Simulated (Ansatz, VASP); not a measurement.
AlGa5N6 in VASP and in Ansatz

```
CELL_PARAMETERS angstrom
2.99545 0.00000 0.00000
0.00000 2.99545 0.00000
0.00000 0.00000 12.72532
ATOMIC_POSITIONS crystal
Al 0.00000 0.00000 0.00000
Ga 0.00000 0.00000 0.66924
Ga 0.50000 0.50000 0.50000
Ga 0.00000 0.00000 0.33076
Ga 0.50000 0.50000 0.16342
Ga 0.50000 0.50000 0.83658
N 0.00000 0.00000 0.50000
N 0.50000 0.50000 0.33120
N 0.00000 0.00000 0.16135
N 0.50000 0.50000 0.00000
N 0.00000 0.00000 0.83865
N 0.50000 0.50000 0.66880
```

Alike in both runs: functional PBE; k mesh 12 × 12 × 4; occupations gaussian, width 0.02 eV; no spin polarisation.

Ansatz relaxed the structure, and its values are those at the end. VASP's run is a single point on that final structure, the one shown.

```csv
,VASP,Ansatz
version,VASP 6.6.1,Ansatz 0.2.0
potentials or method,"VASP PAW PBE potentials, release 64 (Al, Ga_d, N), cutoff 520 eV","scalar-relativistic, plane waves, PAW"
valence electrons in the cell,98,98
```

Ansatz gave:

| Item | Value |
| --- | --- |
| gap on the k mesh at the Fermi level (eV) | 0.51 |
| least direct gap on the mesh (eV) | 1.18 |
| pressure (GPa) | 0.0 |
| rms of the force components (eV/Å) | 0.000 |

Task: Estimate VASP's values.

Result: gap on the k mesh at the Fermi level (eV): 0.50; least direct gap on the mesh (eV): 1.17; pressure (GPa): 0.6; rms of the force components (eV/Å): 0.006.
